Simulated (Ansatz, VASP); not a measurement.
BaTiO3 in VASP and in Ansatz

```
CELL_PARAMETERS angstrom
4.01923 0.00000 0.00000
0.00000 4.01923 0.00000
0.00000 0.00000 4.01928
ATOMIC_POSITIONS crystal
Ba 0.00000 0.00000 0.00000
Ti 0.52073 0.50000 0.50000
O 0.50000 0.50000 0.00000
O 0.50000 0.00000 0.50000
O 0.00000 0.50000 0.50000
```

Alike in both runs: task single point; functional PBE; k mesh 8 × 8 × 8; occupations gaussian, width 0.05 eV; no spin polarisation.

|  | VASP | Ansatz |
| --- | --- | --- |
| version | VASP 6.6.1 | Ansatz 0.2.0 |
| potentials or method | VASP PAW PBE potentials, release 64 (Ba_sv, Ti_sv, O), cutoff 520 eV | scalar-relativistic, plane waves, PAW |
| valence electrons in the cell | 40 | 40 |

Ansatz gave:

* gap on the k mesh at the Fermi level (eV): 1.79
* least direct gap on the mesh (eV): 1.99
* pressure (GPa): 0.4
* traceless stress, the component that is largest in VASP (GPa): 0.48
* rms of the force components (eV/Å): 0.133

Task: Which values does VASP return?

Result: gap on the k mesh at the Fermi level (eV): 1.73; least direct gap on the mesh (eV): 1.97; pressure (GPa): 2.1; traceless stress, the component that is largest in VASP (GPa): 0.51; rms of the force components (eV/Å): 0.127.

Atom by atom the forces differ by 0.011 eV/Å (rms over components). With one functional, cell and mesh, what is left measures potentials, basis and numerics. Ansatz's warnings: near symmetry operations not taken.

Spin-orbit coupling is off throughout.
